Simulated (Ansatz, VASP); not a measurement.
# Two plane-wave programs on CdS

```
Cd S
1.0
     4.16379    0.00000    0.00000
    -2.08190    3.60595    0.00000
     0.00000    0.00000    6.76625
Cd S
2 2
Direct
  0.33333 0.66667 0.99904
  0.66667 0.33333 0.49904
  0.33333 0.66667 0.37596
  0.66667 0.33333 0.87596
```

Change from the starting cell: unstrained.

Alike in both runs: task single point; functional r2SCAN; k mesh 6 × 6 × 4; no spin polarisation.

```csv
,VASP,Ansatz
version,VASP 6.6.1,Ansatz 0.2.0
potentials or method,"VASP PAW PBE potentials, release 64 (Cd, S)","PAW with Ansatz's default frozen-core files, scalar-relativistic"
plane-wave cutoff (eV),520,500
occupations,"gaussian, width 0.01 eV",fixed
valence electrons in the cell,36,52
```

```tsv
	VASP	Ansatz	Ansatz less VASP
gap on the k mesh at the Fermi level (eV)	1.63	1.63	+0.005
pressure (GPa)	0.3	0.0	-0.31
```

VASP's potentials were made for PBE, not for r2SCAN. VASP's potentials hold 36 valence electrons a cell and Ansatz's 52, so a difference there can come from the potentials and not from the codes.
